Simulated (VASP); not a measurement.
# Si (P6/mmm) in VASP: notebook

Si is run at these levels: LDA; tasks: single point.

Everything below comes from runs of VASP 6.6.1. Logs are shortened: lines on timing, memory, paths and dates and some standing lists are left out, and cuts for length are marked.

### 1 The cell of the first run

It takes space group P6/mmm (No. 191, hexagonal). The conventional cell has a = 2.542 Å, b = 2.542 Å, c = 2.466 Å, α = 90.00°, β = 90.00°, γ = 120.00°. Si (site symmetry 6/mmm) has 8 Si at 2.47 to 2.54 Å within 3.3 Å.

This isn't the form of Si at room conditions, which is diamond.

### 2 Single point, LDA (strain -0.0300 x Voigt [1, 1, 0, 0, 0, 0])

The input, INCAR:

```
SYSTEM = Si
ALGO = Normal ; EDIFF = 1E-7
ENCUT = 520 ; ISIF = 2
ISMEAR = 0 ; LASPH = .True.
LCHARG = .False. ; LREAL = .False.
LWAVE = .False. ; NBANDS = 8
NELM = 60 ; PREC = Accurate
SIGMA = 0.15
```

The input, KPOINTS:

```
k-points
0
Gamma
  21 21 20
  0 0 0
```

The input, POSCAR:

```
Si
1.0
    2.5419265304      0.0000000000      0.0000000000
   -1.2709632652      2.2013729499      0.0000000000
    0.0000000000      0.0000000000      2.4663543900
Si
1
Direct
    0.0000000000      0.0000000000      0.0000000000
```

Potentials or basis: VASP PAW LDA potentials, release 64 (Si).

The run is started by

```
> cat potpaw_LDA.64/Si/POTCAR > POTCAR
> mpirun -np 1 vasp_std > vasp.out
```

OUTCAR:

```text
SYSTEM = Si
   EDIFF = 1E-7
   ENCUT = 520
   ISIF = 2
   ISMEAR = 0
   LASPH = .True.
   LREAL = .False.
   NELM = 60
   PREC = Accurate

 ion  position               nearest neighbor table
   1  0.000  0.000  0.000-

  LATTYP: Found a hexagonal cell.
 ALAT       =     2.5419265304
 C/A-ratio  =     0.9702697385

  Lattice vectors:

 A1 = (   2.5419265304,   0.0000000000,   0.0000000000)
 A2 = (  -1.2709632652,   2.2013729499,   0.0000000000)
 A3 = (   0.0000000000,   0.0000000000,   2.4663543900)

Analysis of symmetry for initial positions (statically):
=====================================================================
 Subroutine PRICEL returns:
 Original cell was already a primitive cell.

 Routine SETGRP: Setting up the symmetry group for a
 hexagonal supercell.

 Subroutine GETGRP returns: Found 24 space group operations
 (whereof 24 operations were pure point group operations)
 out of a pool of 24 trial point group operations.

The static configuration has the point symmetry D_6h.

Analysis of symmetry for dynamics (positions and initial velocities):
=====================================================================
 Subroutine PRICEL returns:
 Original cell was already a primitive cell.

 Routine SETGRP: Setting up the symmetry group for a
 hexagonal supercell.

 Subroutine GETGRP returns: Found 24 space group operations
 (whereof 24 operations were pure point group operations)
 out of a pool of 24 trial point group operations.

The dynamic configuration has the point symmetry D_6h.

 Subroutine INISYM returns: Found 24 space group operations
 (whereof 24 operations are pure point group operations),
 and found     1 'primitive' translations

----------------------------------------------------------------------------------------

                                     Primitive cell

  volume of cell :      13.8010

  direct lattice vectors                    reciprocal lattice vectors
     2.541926530  0.000000000  0.000000000     0.393402401  0.227130982  0.000000000
    -1.270963265  2.201372950  0.000000000     0.000000000  0.454261964  0.000000000
     0.000000000  0.000000000  2.466354390     0.000000000  0.000000000  0.405456736

  length of vectors
     2.541926530  2.541926530  2.466354390     0.454261964  0.454261964  0.405456736

  position of ions in fractional coordinates (direct lattice)
     0.000000000  0.000000000  0.000000000

  ion indices of the primitive-cell ions
   primitive index   ion index
                 1           1

----------------------------------------------------------------------------------------

 KPOINTS: k-points

Automatic generation of k-mesh.
 Grid dimensions read from file:
 generate k-points for:   21   21   20

 Generating k-lattice:

  Cartesian coordinates                     Fractional coordinates (reciprocal lattice)
     0.018733448  0.010815761  0.000000000     0.047619048  0.000000000  0.000000000
     0.000000000  0.021631522  0.000000000     0.000000000  0.047619048  0.000000000
     0.000000000  0.000000000  0.020272837     0.000000000  0.000000000  0.050000000

  Length of vectors
     0.021631522  0.021631522  0.020272837

  Shift w.r.t. Gamma in fractional coordinates (k-lattice)
     0.000000000  0.000000000  0.000000000

 Subroutine IBZKPT returns following result:
 ===========================================

 Found    528 irreducible k-points:

 Following reciprocal coordinates:
            Coordinates               Weight
  0.000000  0.000000  0.000000      1.000000
  0.047619  0.000000  0.000000      6.000000
  0.095238  0.000000  0.000000      6.000000
  0.142857  0.000000  0.000000      6.000000
  0.190476  0.000000  0.000000      6.000000
  0.238095  0.000000  0.000000      6.000000
[... 16 lines left out ...]
  0.142857  0.095238  0.000000     12.000000
  0.190476  0.095238  0.000000     12.000000
 [... further k-points ...]
   k-points           NKPTS =    528   k-points in BZ     NKDIM =    528   number of bands    NBANDS=      8
   number of dos      NEDOS =    301   number of ions     NIONS =      1
   total plane-waves  NPLWV =   7200
   dimension x,y,z NGX =    20 NGY =   20 NGZ =   18
   dimension x,y,z NGXF=    40 NGYF=   40 NGZF=   36
   ions per type =               1
   NGX,Y,Z   is equivalent  to a cutoff of  13.08, 13.08, 12.13 a.u.
   NGXF,Y,Z  is equivalent  to a cutoff of  26.16, 26.16, 24.27 a.u.
 SYSTEM =  Si
   PREC   = accura    normal or accurate (medium, high low for compatibility)
   ISTART =      0    job   : 0-new  1-cont  2-samecut
   ICHARG =      2    charge: 1-file 2-atom 10-const
   ISPIN  =      1    spin polarized calculation?
   LNONCOLLINEAR =      F non collinear calculations
   LSORBIT =      F    spin-orbit coupling
   LASPH  =      T    aspherical Exc in radial PAW
   ENCUT  =  520.0 eV  38.22 Ry    6.18 a.u.   4.73  4.73  4.59*2*pi/ulx,y,z
   NELM   =     60;   NELMIN=  2; NELMDL= -5     # of ELM steps
   EDIFF  = 0.1E-06   stopping-criterion for ELM
   LREAL  =      F    real-space projection
   EDIFFG = 0.1E-05   stopping-criterion for IOM
   NSW    =      0    number of steps for IOM
   IBRION =     -1    ionic relax: 0-MD 1-quasi-New 2-CG
   NFREE  =      0    steps in history (QN), initial steepest desc. (CG)
   ISIF   =      2    stress and relaxation
   ISYM   =      2    0-nonsym 1-usesym 2-fastsym
   POTIM  = 0.5000    time-step for ionic-motion
   TEBEG  =    0.0;   TEEND  =   0.0 temperature during run
   PSTRESS=    0.0 pullay stress
   NELECT =       4.0000    total number of electrons
   NUPDOWN=      -1.0000    fix difference up-down
   EMIN   =  10.00;   EMAX   =-10.00  energy-range for DOS
   EFERMI =   0.00;   METHOD = LEGACY
   ISMEAR =     0;   SIGMA  =   0.15  broadening in eV -4-tet -1-fermi 0-gaus
   EFERMI_NEDOS =   21; number of points for ismear=-14 and -15
   IALGO  =     38    algorithm
   IMIX   =      4    mixing-type and parameters
     AMIX     =   0.40;   BMIX     =  1.00
     AMIX_MAG =   1.60;   BMIX_MAG =  1.00
  volume/ion in A,a.u.               =      13.80        93.13
  Fermi-wavevector in a.u.,A,eV,Ry     =   1.083405  2.047338 15.970058  1.173766
  Thomas-Fermi vector in A             =   2.219470
   LORBIT       =      0    0 simple, 1 ext, 2 COOP (PROOUT), +10 PAW based schemes
   GGA     = CA    functional components
   LHFCALC =     F    Hartree Fock is set to
   AEXX    =    0.0000 exact exchange contribution
   IVDW    =     0    specifies the selected vdW correction
   LEPSILON=     F    determine dielectric tensor
   LRPA    =     F    only Hartree local field effects (RPA)
 non-spin polarized calculation
 Gauss-broadening in eV      SIGMA  =   0.15
  energy-cutoff  :      520.00
  volume of cell :       13.80
 maximum number of plane-waves:       393
 NGX is ok and might be reduce to    20
   NGX =  9   NGY =  9   NGZ =  9

 number of electron       4.0000000 magnetization

 Free energy of the ion-electron system (eV)
  ---------------------------------------------------
  ext. energy  EPLUGINS =         0.00000000
  ---------------------------------------------------
  free energy    TOTEN  =        -5.71329999 eV

  energy without entropy =       -5.70896618  energy(sigma->0) =       -5.71113309

 E-fermi :  10.4772     XC(G=0): -11.3938

 val. band max:       10.4746117284   @ k =   0.3333   0.1905   0.1500
 cond. band min:      10.4790366145   @ k =   0.3333   0.2381   0.3500
 fundamental gap:      0.0044248861
 Fermi energy:        10.4772215865

 k-point     1 :       0.0000    0.0000    0.0000
  band No.  band energies     occupation
      1      -4.1891      2.00000
      2      17.6930      0.00000
      3      17.8692      0.00000
      4      21.9830      0.00000
      5      21.9830      0.00000
      6      23.2942      0.00000
      7      23.2942      0.00000
      8      29.0272      0.00000

 k-point     2 :       0.0476    0.0000    0.0000
  band No.  band energies     occupation
      1      -4.1214      2.00000
      2      17.5731      0.00000
      3      17.9260      0.00000
      4      21.1463      0.00000
      5      21.3180      0.00000
      6      23.4963      0.00000
      7      24.0743      0.00000
      8      29.7714      0.00000

 k-point     3 :       0.0952    0.0000    0.0000
  band No.  band energies     occupation
      1      -3.9185      2.00000
      2      17.0517      0.00000
      3      18.0964      0.00000
      4      19.8513      0.00000
      5      20.3579      0.00000
      6      23.5394      0.00000
      7      25.3790      0.00000
      8      31.3642      0.00000

 k-point     4 :       0.1429    0.0000    0.0000
  band No.  band energies     occupation
      1      -3.5808      2.00000
      2      15.8134      0.00000
      3      18.3799      0.00000
      4      19.0328      0.00000
      5      19.4636      0.00000
      6      23.4817      0.00000
      7      26.8449      0.00000
      8      32.4454      0.00000

 k-point     5 :       0.1905    0.0000    0.0000
  band No.  band energies     occupation
      1      -3.1092      2.00000
      2      14.0801      0.00000
      3      18.6244      0.00000
      4      18.6714      0.00000
      5      18.7760      0.00000
      6      23.5213      0.00000
      7      28.4307      0.00000
      8      33.3230      0.00000
[... 177 lines left out ...]
 k-point    22 :       0.0952    0.0952    0.0000
  band No.  band energies     occupation
      1      -3.3785      2.00000
      2      15.5727      0.00000
      3      17.0019      0.00000
      4      18.5498      0.00000
      5      20.3091      0.00000
      6      24.3904      0.00000
      7      26.3879      0.00000
      8      33.5108      0.00000

 k-point    23 :       0.1429    0.0952    0.0000
  band No.  band energies     occupation
      1      -2.9075      2.00000
      2      14.1614      0.00000
      3      15.7726      0.00000
      4      18.9454      0.00000
      5      20.4768      0.00000
      6      24.5593      0.00000
      7      27.4029      0.00000
      8      33.2779      0.00000

 k-point    24 :       0.1905    0.0952    0.0000
  band No.  band energies     occupation
      1      -2.3037      2.00000
      2      12.3774      0.00000
      3      14.9839      0.00000
      4      19.4522      0.00000
      5      20.6267      0.00000
      6      24.6227      0.00000
      7      28.8058      0.00000
      8      31.9307      0.00000

 [... further k-points ...]

------------------------ aborting loop because EDIFF is reached ----------------------------------------

  FORCE on cell =-STRESS in cart. coord.  units (eV):
  Direction    XX          YY          ZZ          XY          YZ          ZX
  --------------------------------------------------------------------------------------
  -------------------------------------------------------------------------------------
  Total        0.8812031      0.8812031      0.0272995      0.0000000     -0.0000000      0.0000000
  in kB      102.2997309    102.2997309      3.1692290      0.0000000     -0.0000000      0.0000000
  external PRESSURE =      69.2562303 kB  Pullay stress =       0.0000000 kB

 VOLUME and BASIS-vectors are now :
 -----------------------------------------------------------------------------
  energy-cutoff  :      520.00
  volume of cell :       13.80
      direct lattice vectors                 reciprocal lattice vectors
     2.541926530  0.000000000  0.000000000     0.393402401  0.227130982  0.000000000
    -1.270963265  2.201372950  0.000000000     0.000000000  0.454261964  0.000000000
     0.000000000  0.000000000  2.466354390     0.000000000  0.000000000  0.405456736

 POSITION                                       TOTAL-FORCE (eV/Angst)
 -----------------------------------------------------------------------------------
      0.00000      0.00000      0.00000         0.000000      0.000000      0.000000
 -----------------------------------------------------------------------------------
    total drift:                                0.000000     -0.000000      0.000000

  FREE ENERGIE OF THE ION-ELECTRON SYSTEM (eV)
  ---------------------------------------------------
  free  energy   TOTEN  =        -5.7132999939 eV

  energy  without entropy=       -5.7089661771  energy(sigma->0) =       -5.71113309
```

Wall time 55 s (1 thread of Intel Xeon 8259CL, shared host); peak memory 0.15 GiB.

What came out:

```yaml
Free_energy: -5.7133 eV
Pressure: 6.9 GPa
Band_gap_on_the_k_mesh: zero (bands 2 and 3 overlap by 12.01 eV)
```

Stress tensor (GPa, compression positive):
```
10.23  0.00  0.00
 0.00 10.23  0.00
 0.00  0.00  0.32
```

Caveat: the cell differs from its parent crystal (strain -0.0300 x Voigt [1, 1, 0, 0, 0, 0]); the cell stands under pressure.

### 3 Single point, LDA (strain -0.0150 x Voigt [1, 1, 0, 0, 0, 0])

The input, INCAR:

```
  PREC = Accurate
  ENCUT = 520
  EDIFF = 1E-6
  ISMEAR = 0
  SIGMA = 0.15
  LREAL = F
  LASPH = T
  NELM = 100
  ALGO = Normal
  ISIF = 2
  LWAVE = F
  LCHARG = F
  GGA = CA
  NBANDS = 8
```

The input, KPOINTS:

```
regular mesh
0
Gamma
  21 21 20
```

The input, POSCAR:

```
Si
1.0
    2.5812346727      0.0000000000      0.0000000000
   -1.2906173364      2.2354147996      0.0000000000
    0.0000000000      0.0000000000      2.4663543900
Si
1
Direct
    0.0000000000      0.0000000000      0.0000000000
```

Potentials or basis: VASP PAW LDA potentials, release 64 (Si).

The run is started by

```
> cat potpaw_LDA.64/Si/POTCAR > POTCAR
> mpirun -np 1 vasp_std > vasp.out
```

Wall time 51 s (1 thread of Intel Xeon 8259CL, shared host); peak memory 0.15 GiB.

It converged, with:

```yaml
Free_energy: -5.7329 eV
Pressure: 2.7 GPa
Band_gap_on_the_k_mesh: zero (bands 2 and 3 overlap by 12.06 eV)
```

Stress tensor (GPa, compression positive):
```
 4.52  0.00  0.00
 0.00  4.52  0.00
 0.00  0.00 -0.93
```

Levels at points of the mesh, in eV from the Fermi level:
```tsv
k point	band 1	band 2	band 3	band 4	band 5	band 6	band 7
(0.00, 0.00, 0.00)	-14.38	7.38	7.67	10.84	10.84	12.53	12.53
(0.00, 0.00, 0.50)	-9.54	-7.41	14.36	14.36	15.16	15.16	16.96
```

Caveat: the cell differs from its parent crystal (strain -0.0150 x Voigt [1, 1, 0, 0, 0, 0]).
